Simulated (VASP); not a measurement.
**N2: single point with LDA**

The system is N2, in a box.

```xyz
2
Lattice="15.0000 0.0000 0.0000 0.0000 15.5000 0.0000 0.0000 0.0000 16.0000" Properties=species:S:1:pos:R:3 pbc="T T T"
N     7.5277    7.7348    7.4543
N     7.4723    7.7652    8.5457
```

| Item | Value |
| --- | --- |
| Program | VASP 6.6.1 |
| Task | single point |
| Functional | LDA |
| Potentials or basis | VASP PAW LDA potentials, release 64 (N_h) |
| Cutoff | 910 eV |
| k mesh | 1 × 1 × 1 |
| Occupations | gaussian, width 0.005 eV |
| Spin | no spin polarisation |

* Largest force: 0.317 eV/Å
* Gap between the frontier levels: 8.25 eV

Forces in eV/Å, atoms in the order of the input:
```
N    0.016 -0.009 -0.317
N   -0.016  0.009  0.317
```

Levels at points of the mesh, in eV from the valence-band top:
```
           k point  band 3  band 4  band 5  band 6  band 7  band 8
(0.00, 0.00, 0.00)   -1.52   -1.52    0.00    8.25    8.25   10.27
```

Wall time 6 min on 1 thread of Intel(R) Xeon(R) Platinum 8375C CPU @ 2.90GHz (Ice Lake), with other jobs on the host, peak memory 3.3 GiB.
